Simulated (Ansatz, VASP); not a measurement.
**Two plane-wave programs on FeC3**

```
CELL_PARAMETERS angstrom
3.07929 0.00000 0.00000
0.00000 3.07929 0.00000
0.00000 0.00000 3.07929
ATOMIC_POSITIONS crystal
Fe 0.00000 0.00000 0.00000
C 0.00000 0.50000 0.50000
C 0.50000 0.00000 0.50000
C 0.50000 0.50000 0.00000
```

Alike in both runs: task relaxation of cell and atoms; functional PBE; k mesh 16 × 16 × 16; occupations gaussian, width 0.1 eV; no spin polarisation.

```csv
,VASP,Ansatz
version,VASP 6.6.1,Ansatz 0.2.0
potentials or method,"VASP PAW PBE potentials, release 64 (Fe, C), cutoff 600 eV","scalar-relativistic, plane waves, PAW"
valence electrons in the cell,20,28
```

```tsv
	VASP	Ansatz	Ansatz less VASP
gap on the k mesh at the Fermi level, each at its own relaxed structure (eV)	none	none	-
relaxed volume (Å³/atom)	7.33	7.31	-0.023
relaxed cell length with the largest relative difference (Å)	3.084	3.080	-0.0032
```

A gap of «none» marks a metal or a gap that the smearing closes. VASP's potentials hold 20 valence electrons a cell and Ansatz's 28, so a difference there can come from the potentials and not from the codes.
